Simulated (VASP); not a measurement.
Set up this calculation in VASP 6.6.1, as the native input.

| Item | Value |
| --- | --- |
| Task | relaxation of cell and atoms |
| Functional | PBEsol |
| Potentials or basis | VASP PAW PBE potentials, release 64 (Hf_pv) |
| Cutoff | 600 eV |
| k mesh | 15 × 15 × 8 |
| Occupations | gaussian, width 0.1 eV |
| Spin | no spin polarisation |
| Dipole correction | no |
| Further INCAR settings | ALGO = Normal; EDIFF = 1e-06; IBRION = 2; EDIFFG = -0.005; NSW = 100; ISIF = 3 |

The structure of Hf lies in POSCAR:

```
Hf
1.0
    3.2000007099      0.0000000000      0.0000000000
   -1.6000003549      2.7712819069      0.0000000000
    0.0000000000      0.0000000000      5.0624011231
Hf
2
Direct
    0.3333333333      0.6666666667      0.7500000000
    0.6666666667      0.3333333333      0.2500000000
```

These files were run (other wordings do the same):

INCAR

```
  PREC = Accurate
  ENCUT = 600
  EDIFF = 1E-6
  ISMEAR = 0
  SIGMA = 0.1
  LREAL = F
  LASPH = T
  NELM = 100
  ALGO = Normal
  ISIF = 3
  LWAVE = F
  LCHARG = F
  GGA = PS
  IBRION = 2
  NSW = 100
  EDIFFG = -0.005
```

KPOINTS

```
Automatic mesh
0
Gamma
  15 15 8
```

Potentials or basis: VASP PAW PBE potentials, release 64 (Hf_pv).

The run is started by

```console
$ cat potpaw_PBE.64/Hf_pv/POTCAR > POTCAR
$ mpirun -np 1 vasp_std > vasp.out
```

It gave:

- Relaxed volume: 21.53 Å³/atom
- Relaxed cell: a = 3.157 Å, b = 3.157 Å, c = 4.989 Å, α = 90.00°, β = 90.00°, γ = 120.00°
- Space group after relaxing (to 0.1 Å): P6_3/mmc (No. 194)
- Energy gained by relaxing: 13.0 meV/atom
- Ionic steps: 8
- Pressure after relaxing: 0.0 GPa
- Band gap on the k mesh: zero (bands 10 and 11 overlap by 1.61 eV)

Caveat: the PAW data sets were made with another functional, which shifts forces and pressure a little; spin-orbit coupling is left out, which moves the levels of the heavy elements.

Wall time 5.2 min on 1 thread of Intel(R) Xeon(R) Platinum 8259CL CPU @ 2.50GHz (Skylake/Cascade Lake), on a shared host, peak memory 0.25 GiB.
